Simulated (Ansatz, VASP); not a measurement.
# One calculation of GaN, two programs

```
Ga N
1.0
     0.00000    2.13920    2.13920
     2.13920    0.00000    2.13920
     2.13920    2.13920    0.00000
Ga N
1 1
Direct
  0.00000 0.00000 0.00000
  0.25000 0.25000 0.25000
```

Change from the starting cell: hydrostatic strain -4.9%.

Alike in both runs: task single point; functional HSE06; k mesh 6 × 6 × 6; no spin polarisation.

```csv
,VASP,Ansatz
version,VASP 6.6.1,Ansatz 0.2.0
potentials or method,"VASP PAW PBE potentials, release 64 (Ga_d, N)","plane waves, PAW"
plane-wave cutoff (eV),520,420
occupations,"gaussian, width 0.01 eV",fixed
valence electrons in the cell,18,18
```

|  | VASP | Ansatz | Ansatz less VASP |
| --- | --- | --- | --- |
| gap on the k mesh at the Fermi level (eV) | 4.14 | 4.10 | -0.034 |
| pressure (GPa) | 40.5 | 40.9 | +0.40 |

Both programs put the cell under a high pressure, so it lies far from rest at this level. Ansatz's warnings: stress exchange threshold loose, stress scf threshold loose.

The k mesh is coarse, so the values compare programs but aren't converged.
